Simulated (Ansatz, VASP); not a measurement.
In2BAs3: VASP beside Ansatz

INCAR

```
PREC = Accurate
ENCUT = 600
EDIFF = 1E-6
ISMEAR = 0
SIGMA = 0.1
LREAL = False
LASPH = True
NELM = 80
ALGO = Normal
ISIF = 3
LWAVE = False
LCHARG = False
GGA = PE
IBRION = 2
NSW = 90
EDIFFG = -0.04
```

File KPOINTS:

```
regular mesh
0
Gamma
  6 6 4
```

Contents of POSCAR:

```
In2BAs3
1.0
    4.7285827400      0.0000000000      0.0000000000
   -2.3642913700      4.0950727800      0.0000000000
    0.0000000000      0.0000000000      6.8742569000
In B As
2 1 3
Direct
    0.0000000000      0.0000000000      0.7844641100
    0.0000000000      0.0000000000      0.2155358900
    0.0000000000      0.0000000000      0.5000000000
    0.5000000000      0.0000000000      0.0000000000
    0.0000000000      0.5000000000      0.0000000000
    0.5000000000      0.5000000000      0.0000000000
```

Input for Ansatz:

```yaml
crystal:
  lattice:
    - [4.72858274, 0.0, 0.0]
    - [-2.36429137, 4.09507278, 0.0]
    - [0.0, 0.0, 6.8742569]
  atoms:
    - { symbol: In, position: [0.0, 0.0, 0.78446411] }
    - { symbol: In, position: [0.0, 0.0, 0.21553589] }
    - { symbol: B, position: [0.0, 0.0, 0.5] }
    - { symbol: As, position: [0.5, 0.0, 0.0] }
    - { symbol: As, position: [0.0, 0.5, 0.0] }
    - { symbol: As, position: [0.5, 0.5, 0.0] }
basis:
  ecutwfc: 420
kpoints:
  mp_grid: { grid: [6, 6, 4] }
hamiltonian:
  xc: pbe
scf:
  occupations: { method: gaussian, width: 0.1 }
  lower_state_search: "off"
output:
  forces: true
  stress: true
  eigenvalues: true
relax:
  adjacent_minimum: "off"
  f_tol: 0.04
  max_steps: 70
  cell: { stress_tol: 0.4 }
```

Alike in both runs: task relaxation of cell and atoms; functional PBE; k mesh 6 × 6 × 4; occupations gaussian, width 0.1 eV; no spin polarisation.

|  | VASP | Ansatz |
| --- | --- | --- |
| version | VASP 6.6.1 | Ansatz 0.2.0 |
| potentials or method | VASP PAW PBE potentials, release 64 (In_d, B, As), cutoff 600 eV | scalar-relativistic, plane waves, PAW |
| valence electrons in the cell | 44 | 74 |

Ansatz gave:

| Property | Result |
| --- | --- |
| gap on the k mesh at the Fermi level, each at its own relaxed structure (eV) | none |
| relaxed volume (Å³/atom) | 32.28 |
| relaxed cell length with the largest relative difference (Å) | 7.490 |

Question: What did VASP give for the same quantities?

Answer: gap on the k mesh at the Fermi level, each at its own relaxed structure (eV): none; relaxed volume (Å³/atom): 32.46; relaxed cell length with the largest relative difference (Å): 7.510.

A gap of «none» marks a metal or a gap that the smearing closes. VASP's potentials hold 44 valence electrons a cell and Ansatz's 74, so a difference there can come from the potentials and not from the codes.

Noted on VASP's run: the volume moved by over 15 % at a fixed basis, so the end points are rough.
